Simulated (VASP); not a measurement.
Wanted: the native input for a VASP 6.6.1 run.

| Quantity | Value |
| --- | --- |
| Task | single point |
| Functional | PBE |
| Potentials or basis | VASP PAW PBE potentials, release 64 (W_sv, O) |
| Cutoff | 520 eV |
| k mesh | 2 × 2 × 2 |
| Occupations | fermi-dirac, width 0.1 eV |
| Spin | no spin polarisation |
| Dipole correction | no |
| Further INCAR settings | LREAL = Auto; ALGO = Normal; EDIFF = 1e-06; NBANDS = 129 |

The structure of W16O (a cell with a defect) lies in POSCAR:

```
W16O
1.0
    6.3200000000      0.0000000000      0.0000000000
    0.0000000000      6.3200000000      0.0000000000
    0.0000000000      0.0000000000      6.3200000000
W O
16 1
Direct
    0.0173101266     -0.0104905063     -0.0009018987
    0.5141455696      0.0090031646     -0.0038449367
   -0.0035759494      0.5001582278      0.0080537975
    0.0084968354     -0.0105854430      0.5060601266
    0.2302531646      0.2316139241      0.2412658228
    0.4987974684      0.4963449367      0.0320253165
    0.4778322785     -0.0264240506      0.4783227848
    0.7627531646      0.2237183544      0.2285601266
    0.0100000000      0.4933069620      0.4878797468
    0.2479272152      0.7379746835      0.2367405063
    0.2540981013      0.2526582278      0.7518037975
    0.5014873418      0.5183386076      0.5022310127
    0.7530063291      0.7450316456      0.2710443038
    0.7727848101      0.2589398734      0.7742721519
    0.2604746835      0.7334651899      0.7657594937
    0.7495094937      0.7524683544      0.7674683544
    0.6193037975      0.2364873418      0.4929430380
```

These files were run (other wordings do the same):

INCAR

```
SYSTEM = W16O
  PREC = Accurate
  ENCUT = 520
  EDIFF = 1E-6
  ISMEAR = -1
  SIGMA = 0.1
  LREAL = Auto
  LASPH = .TRUE.
  NELM = 100
  ALGO = Normal
  ISIF = 2
  LWAVE = .FALSE.
  LCHARG = .TRUE.
  GGA = PE
  LELF = .TRUE.
  LVHAR = .TRUE.
  NBANDS = 129
```

KPOINTS

```
regular mesh
0
G
  2 2 2
  0 0 0
```

Potentials or basis: VASP PAW PBE potentials, release 64 (W_sv, O).

Command:

```console
$ cat potpaw_PBE.64/W_sv/POTCAR potpaw_PBE.64/O/POTCAR > POTCAR
$ mpirun -np 1 vasp_std > vasp.out
```

It gave:

```yaml
Pressure: 21.7 GPa
Largest_force: 3.200 eV/Å
Band_gap_on_the_k_mesh: zero (bands 115 and 116 overlap by 0.40 eV)
```

Caveat: the k points lie up to 0.50 Å⁻¹ apart; spin-orbit coupling is left out, which moves the levels of the heavy elements.

Wall time 13 min on 1 thread of Oxide Virtual Turin-like Processor (shared host), peak memory 0.39 GiB.
